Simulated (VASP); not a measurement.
# Si2Mo (P6_222) in VASP: single point with PBEsol

Aim: the single point of Si2Mo with PBEsol.

Program: VASP 6.6.1. These are calculated values, not measurements. Logs are shortened: lines on timing, memory, paths and dates and some standing lists are left out, and cuts for length are marked.

## Step 1: The cell of the first run

The structure is hexagonal, space group P6_222 (No. 180). Conventional cell: a = 4.575 Å, b = 4.575 Å, c = 6.567 Å, α = 90.00°, β = 90.00°, γ = 120.00°. Si (site symmetry 2) has 9 Si at 2.55 to 3.19 Å and 5 Mo at 2.56 to 2.66 Å within 3.4 Å. Within 3.4 Å of Mo (site symmetry 222) lie 10 Si at 2.56 to 2.66 Å and 4 Mo at 3.17 Å.

## Step 2: Single point, PBEsol

The input, INCAR:

```
ALGO = Normal
EDIFF = 1E-6
ENCUT = 520
GGA = PS
ISIF = 2
ISMEAR = 0
LASPH = True
LCHARG = True
LELF = True
LREAL = False
LVHAR = True
LWAVE = False
NBANDS = 43
NELM = 100
PREC = Accurate
SIGMA = 0.01
```

The input, KPOINTS:

```
k-points
0
Gamma
  9 9 6
```

The input, POSCAR:

```
Si2Mo
1.0
    4.5747399447      0.0000000000      0.0000000000
   -2.2873699723      3.9618410078      0.0000000000
    0.0000000000      0.0000000000      6.5669195758
Si Mo
6 3
Direct
    0.1641667986      0.8358332014      0.8333333333
    0.3283335973      0.1641667986      0.1666666667
    0.8358332014      0.6716664027      0.5000000000
    0.8358332014      0.1641667986      0.8333333333
    0.6716664027      0.8358332014      0.1666666667
    0.1641667986      0.3283335973      0.5000000000
    0.5000000000      0.0000000000      0.5000000000
    0.0000000000      0.5000000000      0.1666666667
    0.5000000000      0.5000000000      0.8333333333
```

Potentials or basis: VASP PAW PBE potentials, release 64 (Si, Mo_sv).

Run with:

```console
$ cat potpaw_PBE.64/Si/POTCAR potpaw_PBE.64/Mo_sv/POTCAR > POTCAR
$ mpirun -np 1 vasp_std > vasp.out
```

OUTCAR:

```text
EDIFF = 1E-6
   ENCUT = 520
   GGA = PS
   ISIF = 2
   ISMEAR = 0
   LASPH = True
   LREAL = False
   NELM = 100
   PREC = Accurate

 ion  position               nearest neighbor table
   1  0.164  0.836  0.833-   3 2.55   2 2.55   7 2.56   8 2.56   4 2.60   9 2.63   9 2.63   9 2.66
                             4 2.66   4 2.66   6 3.14   5 3.14
   2  0.328  0.164  0.167-   6 2.55   1 2.55   7 2.56   9 2.56   5 2.60   8 2.63   8 2.63   8 2.66
                             5 2.66   5 2.66   3 3.14   4 3.14
   3  0.836  0.672  0.500-   1 2.55   5 2.55   8 2.56   9 2.56   6 2.60   7 2.63   7 2.63   7 2.66
                             6 2.66   6 2.66   4 3.14   2 3.14
   4  0.836  0.164  0.833-   6 2.55   5 2.55   7 2.56   8 2.56   1 2.60   9 2.63   9 2.63   9 2.66
                             1 2.66   1 2.66   3 3.14   2 3.14
   5  0.672  0.836  0.167-   3 2.55   4 2.55   7 2.56   9 2.56   2 2.60   8 2.63   8 2.63   8 2.66
                             2 2.66   2 2.66   6 3.14   1 3.14
   6  0.164  0.328  0.500-   4 2.55   2 2.55   8 2.56   9 2.56   3 2.60   7 2.63   7 2.63   7 2.66
                             3 2.66   3 2.66   1 3.14   5 3.14
   7  0.500  0.000  0.500-   2 2.56   5 2.56   4 2.56   1 2.56   6 2.63   3 2.63   6 2.63   3 2.63
                             6 2.66   3 2.66   9 3.17   9 3.17   8 3.17   8 3.17
   8  0.000  0.500  0.167-   3 2.56   6 2.56   4 2.56   1 2.56   2 2.63   5 2.63   2 2.63   5 2.63
                             5 2.66   2 2.66   7 3.17   7 3.17   9 3.17   9 3.17
   9  0.500  0.500  0.833-   3 2.56   6 2.56   5 2.56   2 2.56   4 2.63   1 2.63   1 2.63   4 2.63
                             1 2.66   4 2.66   7 3.17   7 3.17   8 3.17   8 3.17

  LATTYP: Found a hexagonal cell.
 ALAT       =     4.5747399447
 C/A-ratio  =     1.4354738532

  Lattice vectors:

 A1 = (   4.5747399447,   0.0000000000,   0.0000000000)
 A2 = (  -2.2873699723,   3.9618410078,   0.0000000000)
 A3 = (   0.0000000000,   0.0000000000,   6.5669195758)

Analysis of symmetry for initial positions (statically):
=====================================================================
 Subroutine PRICEL returns:
 Original cell was already a primitive cell.

 Routine SETGRP: Setting up the symmetry group for a
 hexagonal supercell.

 Subroutine GETGRP returns: Found 12 space group operations
 (whereof  4 operations were pure point group operations)
 out of a pool of 24 trial point group operations.

The static configuration has the point symmetry D_2 .
 The point group associated with its full space group is D_6 .

Analysis of symmetry for dynamics (positions and initial velocities):
=====================================================================
 Subroutine PRICEL returns:
 Original cell was already a primitive cell.

 Routine SETGRP: Setting up the symmetry group for a
 hexagonal supercell.

 Subroutine GETGRP returns: Found 12 space group operations
 (whereof  4 operations were pure point group operations)
 out of a pool of 24 trial point group operations.

The dynamic configuration has the point symmetry D_2 .
 The point group associated with its full space group is D_6 .

 Subroutine INISYM returns: Found 12 space group operations
 (whereof  4 operations are pure point group operations),
 and found     1 'primitive' translations

----------------------------------------------------------------------------------------

                                     Primitive cell

  volume of cell :     119.0214

  direct lattice vectors                    reciprocal lattice vectors
     4.574739945  0.000000000  0.000000000     0.218591660  0.126203954  0.000000000
    -2.287369972  3.961841008  0.000000000     0.000000000  0.252407908  0.000000000
     0.000000000  0.000000000  6.566919576     0.000000000  0.000000000  0.152278399

  length of vectors
     4.574739945  4.574739945  6.566919576     0.252407908  0.252407908  0.152278399

  position of ions in fractional coordinates (direct lattice)
     0.164166799  0.835833201  0.833333333
     0.328333597  0.164166799  0.166666667
     0.835833201  0.671666403  0.500000000
     0.835833201  0.164166799  0.833333333
     0.671666403  0.835833201  0.166666667
     0.164166799  0.328333597  0.500000000
     0.500000000  0.000000000  0.500000000
     0.000000000  0.500000000  0.166666667
     0.500000000  0.500000000  0.833333333

  ion indices of the primitive-cell ions
   primitive index   ion index
                 1           1
                 2           2
                 3           3
                 4           4
                 5           5
                 6           6
                 7           7
                 8           8
                 9           9

----------------------------------------------------------------------------------------

 KPOINTS: k-points

Automatic generation of k-mesh.
 Grid dimensions read from file:
 generate k-points for:    9    9    6

 Generating k-lattice:

  Cartesian coordinates                     Fractional coordinates (reciprocal lattice)
     0.024287962  0.014022662  0.000000000     0.111111111 -0.000000000  0.000000000
     0.000000000  0.028045323  0.000000000     0.000000000  0.111111111  0.000000000
     0.000000000  0.000000000  0.025379733     0.000000000  0.000000000  0.166666667

  Length of vectors
     0.028045323  0.028045323  0.025379733

  Shift w.r.t. Gamma in fractional coordinates (k-lattice)
     0.000000000  0.000000000  0.000000000

 Subroutine IBZKPT returns following result:
 ===========================================

 Found     48 irreducible k-points:

 Following reciprocal coordinates:
            Coordinates               Weight
  0.000000  0.000000  0.000000      1.000000
  0.111111 -0.000000  0.000000      6.000000
  0.222222 -0.000000  0.000000      6.000000
  0.333333 -0.000000  0.000000      6.000000
  0.444444 -0.000000  0.000000      6.000000
  0.111111  0.111111  0.000000      6.000000
[... 16 lines left out ...]
  0.333333  0.222222  0.166667     24.000000
  0.333333  0.333333  0.166667      4.000000
 [... further k-points ...]
   k-points           NKPTS =     48   k-points in BZ     NKDIM =     48   number of bands    NBANDS=     43
   number of dos      NEDOS =    301   number of ions     NIONS =      9
   total plane-waves  NPLWV =  64800
   dimension x,y,z NGX =    36 NGY =   36 NGZ =   50
   dimension x,y,z NGXF=    72 NGYF=   72 NGZF=  100
   ions per type =               6   3
   NGX,Y,Z   is equivalent  to a cutoff of  13.08, 13.08, 12.66 a.u.
   NGXF,Y,Z  is equivalent  to a cutoff of  26.16, 26.16, 25.32 a.u.
 SYSTEM =  unknown system
   PREC   = accura    normal or accurate (medium, high low for compatibility)
   ISTART =      0    job   : 0-new  1-cont  2-samecut
   ICHARG =      2    charge: 1-file 2-atom 10-const
   ISPIN  =      1    spin polarized calculation?
   LNONCOLLINEAR =      F non collinear calculations
   LSORBIT =      F    spin-orbit coupling
   LASPH  =      T    aspherical Exc in radial PAW
   ENCUT  =  520.0 eV  38.22 Ry    6.18 a.u.   8.51  8.51 12.21*2*pi/ulx,y,z
   NELM   =    100;   NELMIN=  2; NELMDL= -5     # of ELM steps
   EDIFF  = 0.1E-05   stopping-criterion for ELM
   LREAL  =      F    real-space projection
   EDIFFG = 0.1E-04   stopping-criterion for IOM
   NSW    =      0    number of steps for IOM
   IBRION =     -1    ionic relax: 0-MD 1-quasi-New 2-CG
   NFREE  =      0    steps in history (QN), initial steepest desc. (CG)
   ISIF   =      2    stress and relaxation
   ISYM   =      2    0-nonsym 1-usesym 2-fastsym
   POTIM  = 0.5000    time-step for ionic-motion
   TEBEG  =    0.0;   TEEND  =   0.0 temperature during run
   PSTRESS=    0.0 pullay stress
   NELECT =      66.0000    total number of electrons
   NUPDOWN=      -1.0000    fix difference up-down
   EMIN   =  10.00;   EMAX   =-10.00  energy-range for DOS
   EFERMI =   0.00;   METHOD = LEGACY
   ISMEAR =     0;   SIGMA  =   0.01  broadening in eV -4-tet -1-fermi 0-gaus
   EFERMI_NEDOS =   21; number of points for ismear=-14 and -15
   IALGO  =     38    algorithm
   IMIX   =      4    mixing-type and parameters
     AMIX     =   0.40;   BMIX     =  1.00
     AMIX_MAG =   1.60;   BMIX_MAG =  1.00
  volume/ion in A,a.u.               =      13.22        89.24
  Fermi-wavevector in a.u.,A,eV,Ry     =   1.344976  2.541635 24.612389  1.808960
  Thomas-Fermi vector in A             =   2.472926
   LORBIT       =      0    0 simple, 1 ext, 2 COOP (PROOUT), +10 PAW based schemes
   GGA     = PS    functional components
   LHFCALC =     F    Hartree Fock is set to
   AEXX    =    0.0000 exact exchange contribution
   IVDW    =     0    specifies the selected vdW correction
   LEPSILON=     F    determine dielectric tensor
   LRPA    =     F    only Hartree local field effects (RPA)
 non-spin polarized calculation
 Gauss-broadening in eV      SIGMA  =   0.01
  energy-cutoff  :      520.00
  volume of cell :      119.02
 maximum number of plane-waves:      3234
 NGX is ok and might be reduce to    36
   NGX = 17   NGY = 17   NGZ = 25

 number of electron      65.9999995 magnetization

 Free energy of the ion-electron system (eV)
  ---------------------------------------------------
  ext. energy  EPLUGINS =         0.00000000
  ---------------------------------------------------
  free energy    TOTEN  =       -74.98784392 eV

  energy without entropy =      -74.98784392  energy(sigma->0) =      -74.98784392

 E-fermi :  12.9553     XC(G=0): -12.5748

 val. band max:       12.8709769401   @ k =   0.4444  -0.0000   0.5000
 cond. band min:      13.0401585006   @ k =   0.4444  -0.0000   0.0000
 fundamental gap:      0.1691815606
 Fermi energy:        12.9553151808

 k-point     1 :       0.0000    0.0000    0.0000
  band No.  band energies     occupation
      1     -48.1081      2.00000
      2     -48.0764      2.00000
      3     -48.0764      2.00000
      4     -22.3904      2.00000
      5     -22.3869      2.00000
      6     -22.3869      2.00000
[... 35 lines left out ...]
     42      15.9533      0.00000
     43      16.4007      0.00000
[... 1017 lines left out ...]
      3     -48.0770      2.00000
      4     -22.4460      2.00000
      5     -22.4178      2.00000
      6     -22.4030      2.00000
[... 35 lines left out ...]
     42      16.2740      0.00000
     43      16.3993      0.00000

 [... further k-points ...]

------------------------ aborting loop because EDIFF is reached ----------------------------------------

  FORCE on cell =-STRESS in cart. coord.  units (eV):
  Direction    XX          YY          ZZ          XY          YZ          ZX
  --------------------------------------------------------------------------------------
  -------------------------------------------------------------------------------------
  Total        0.2416558      0.2416558      0.2763814      0.0000000      0.0000000      0.0000000
  in kB        3.2529892      3.2529892      3.7204389      0.0000000      0.0000000      0.0000000
  external PRESSURE =       3.4088058 kB  Pullay stress =       0.0000000 kB

 VOLUME and BASIS-vectors are now :
 -----------------------------------------------------------------------------
  energy-cutoff  :      520.00
  volume of cell :      119.02
      direct lattice vectors                 reciprocal lattice vectors
     4.574739945  0.000000000  0.000000000     0.218591660  0.126203954  0.000000000
    -2.287369972  3.961841008  0.000000000     0.000000000  0.252407908  0.000000000
     0.000000000  0.000000000  6.566919576     0.000000000  0.000000000  0.152278399

 POSITION                                       TOTAL-FORCE (eV/Angst)
 -----------------------------------------------------------------------------------
     -1.16084      3.31144      5.47243        -0.001255      0.000725      0.000000
      1.12653      0.65040      1.09449        -0.001255     -0.000725      0.000000
      2.28737      2.66104      3.28346         0.000000      0.001450      0.000000
      3.44821      0.65040      5.47243         0.001255     -0.000725      0.000000
      1.16084      3.31144      1.09449         0.001255      0.000725      0.000000
     -0.00000      1.30081      3.28346        -0.000000     -0.001450      0.000000
      2.28737      0.00000      3.28346         0.000000     -0.000000      0.000000
     -1.14368      1.98092      1.09449         0.000000     -0.000000      0.000000
      1.14368      1.98092      5.47243         0.000000     -0.000000     -0.000000
 -----------------------------------------------------------------------------------
    total drift:                               -0.000000     -0.000000      0.000001

  FREE ENERGIE OF THE ION-ELECTRON SYSTEM (eV)
  ---------------------------------------------------
  free  energy   TOTEN  =       -74.9878439156 eV

  energy  without entropy=      -74.9878439156  energy(sigma->0) =      -74.98784392
```

Run time: 5.5 min. Hardware: 1 thread of Intel Xeon 8259CL, shared host; peak memory 0.36 GiB.

What came out:

```
Free energy            : -74.9878 eV
Pressure               : 0.3 GPa
Band gap on the k mesh : 0.17 eV (least direct gap 0.59 eV)
```

Caveat: the PAW data sets were made with another functional, which shifts forces and pressure a little; an odd mesh through Γ misses points on the zone boundary, where band edges can lie.
